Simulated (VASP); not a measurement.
Wanted: the native input for a VASP 6.6.1 run.

| Quantity | Value |
| --- | --- |
| Task | single point |
| Functional | PBE |
| Potentials or basis | VASP PAW PBE potentials, release 64 (Al, O) |
| Cutoff | 520 eV |
| k mesh | 6 × 6 × 6 |
| Occupations | fermi-dirac, width 0.02 eV |
| Spin | no spin polarisation |
| Dipole correction | no |
| Further INCAR settings | ALGO = Normal; EDIFF = 1e-06; NBANDS = 35 |

The structure of Al2O3 (Corundum) lies in POSCAR:

```
Al2O3
1.0
    2.4039993521      1.3879496730      4.3738090632
   -2.4039993521      1.3879496730      4.3738090632
    0.0000000000     -2.7758993461      4.3738090632
Al O
4 6
Direct
    0.3521240340      0.3521240340      0.3521240340
    0.1478759660      0.1478759660      0.1478759660
    0.6478759660      0.6478759660      0.6478759660
    0.8521240340      0.8521240340      0.8521240340
    0.5561537278      0.9438462722      0.2500000000
    0.2500000000      0.5561537278      0.9438462722
    0.9438462722      0.2500000000      0.5561537278
    0.4438462722      0.0561537278      0.7500000000
    0.7500000000      0.4438462722      0.0561537278
    0.0561537278      0.7500000000      0.4438462722
```

The input as run:

INCAR

```
PREC = Accurate
ENCUT = 520
EDIFF = 1E-6
ISMEAR = -1
SIGMA = 0.02
LREAL = False
LASPH = True
NELM = 100
ALGO = Normal
ISIF = 2
LWAVE = False
LCHARG = True
GGA = PE
LELF = True
LVHAR = True
NBANDS = 35
```

KPOINTS

```
regular mesh
0
Gamma
  6 6 6
```

Potentials or basis: VASP PAW PBE potentials, release 64 (Al, O).

Run with:

```bash
$ cat potpaw_PBE.64/Al/POTCAR potpaw_PBE.64/O/POTCAR > POTCAR
$ mpirun -np 1 vasp_std > vasp.out
```

It gave:

The pressure is 0.0 GPa, the largest force is 0.009 eV/Å and the band gap on the k mesh is 5.85 eV, direct.

It took 42 s on 1 thread of Intel(R) Xeon(R) 6975P-C (Granite Rapids), on a shared host, peak memory 0.26 GiB.
